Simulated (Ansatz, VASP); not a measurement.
# Ga in VASP and in Ansatz

```
CELL_PARAMETERS angstrom
1.47175 -4.12598 0.00000
1.47175 4.12598 0.00000
0.00000 0.00000 3.17000
ATOMIC_POSITIONS crystal
Ga 0.86700 0.13300 0.25000
Ga 0.13300 0.86700 0.75000
```

Change from the starting cell: strain +0.0150 x Voigt [1, 1, 0, 0, 0, 0], atoms carried along.

Alike in both runs: task single point; functional PBEsol; k mesh 18 × 18 × 16; occupations gaussian, width 0.15 eV; no spin polarisation.

|  | VASP | Ansatz |
| --- | --- | --- |
| version | VASP 6.6.1 | Ansatz 0.2.0 |
| potentials or method | VASP PAW PBE potentials, release 64 (Ga_d), cutoff 520 eV | scalar-relativistic, plane waves, PAW |
| valence electrons in the cell | 26 | 26 |

|  | VASP | Ansatz | Ansatz less VASP |
| --- | --- | --- | --- |
| gap on the k mesh at the Fermi level (eV) | none | none | - |
| pressure (GPa) | -3.1 | -3.2 | -0.10 |
| traceless stress, the component that is largest in VASP (GPa) | -1.91 | -1.91 | 0.000 |
| rms of the force components (eV/Å) | 0.107 | 0.107 | 0.0000 |

VASP's potentials were made for PBE, not for PBEsol. Atom by atom the forces differ by 0.000 eV/Å (rms over components). A gap of «none» marks a metal or a gap that the smearing closes. With one functional, cell and mesh, what is left measures potentials, basis and numerics.
